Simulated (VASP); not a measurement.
Input of a VASP 6.6.1 run:

INCAR

```
PREC     = Accurate       # precision mode
ENCUT    = 700            # plane-wave cutoff, eV
EDIFF    = 1E-6           # SCF threshold, eV
ISMEAR   = 0              # smearing method
SIGMA    = 0.1            # smearing width, eV
LREAL    = F              # projectors in reciprocal space
LASPH    = T              # aspherical terms in the spheres
NELM     = 120            # most SCF steps
ALGO     = Normal         # electronic algorithm
ISIF     = 2              # what is computed and relaxed
LWAVE    = F              # write WAVECAR
LCHARG   = T              # write CHGCAR
GGA      = PE             # functional
LELF     = T              # ELF
LVHAR    = T            
NBANDS   = 16             # bands
GGA_COMPAT= F
```

KPOINTS

```
regular mesh
0
Gamma
  6 6 4
```

The input POSCAR:

```
TaN
1.0
    2.0797076992     -2.0895075089      0.1878428665
    2.0797076992      2.0895075089      0.1878428665
   -0.2925672585      0.0000000000      3.2048053649
Ta N
1 1
Direct
    0.0000000000      0.0000000000      0.5000000000
    0.5000000000      0.5000000000      0.5000000000
```

Potentials or basis: VASP PAW PBE potentials, release 64 (Ta_sv_GW, N).

Command:

```bash
$ cat potpaw_PBE.64/Ta_sv_GW/POTCAR potpaw_PBE.64/N/POTCAR > POTCAR
$ mpirun -np 1 vasp_std > vasp.out
```

(1) Estimate the pressure.

(2) Predict the band gap on the k mesh.

Answers

(1) 0.0 GPa.

(2) zero (bands 9 and 10 overlap by 4.59 eV).

Caveat: the k points lie up to 0.49 Å⁻¹ apart, too coarse for converged energies and pressures of a metal; spin-orbit coupling is left out, which moves the levels of the heavy elements.
